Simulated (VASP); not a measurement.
Here is a VASP 6.6.1 calculation.

INCAR

```
PREC = Accurate
ENCUT = 520
EDIFF = 1E-6
ISMEAR = 0
SIGMA = 0.01
LREAL = F
LASPH = T
NELM = 60
ALGO = Normal
ISIF = 2
LWAVE = F
LCHARG = T
GGA = PE
LELF = T
LVHAR = T
NBANDS = 24
```

Contents of KPOINTS:

```
regular mesh
0
Gamma
  12 12 4
```

File POSCAR:

```
CaO
1.0
    3.3199366349      0.0000000000      0.0000000000
   -1.6599683174      2.8751494647      0.0000000000
    0.0000000000      0.0000000000      5.8143085363
Ca O
2 2
Direct
    0.0000000000      0.0000000000      0.0000000000
    0.0000000000      0.0000000000      0.5000000000
    0.3333333333      0.6666666667      0.2500000000
    0.6666666667      0.3333333333      0.7500000000
```

Potentials or basis: VASP PAW PBE potentials, release 64 (Ca_sv, O).

Run with:

```console
$ cat potpaw_PBE.64/Ca_sv/POTCAR potpaw_PBE.64/O/POTCAR > POTCAR
$ mpirun -np 1 vasp_std > vasp.out
```

Problem. Estimate the pressure.

Solution. 3.3 GPa.

Problem. What does it give for the band gap on the k mesh?

Solution. 3.83 eV.

Stress tensor (GPa, compression positive):
```
3.02 0.00 0.00
0.00 3.02 0.00
0.00 0.00 3.76
```

Caveat: the cell stands under pressure. A k mesh can miss the band edges.
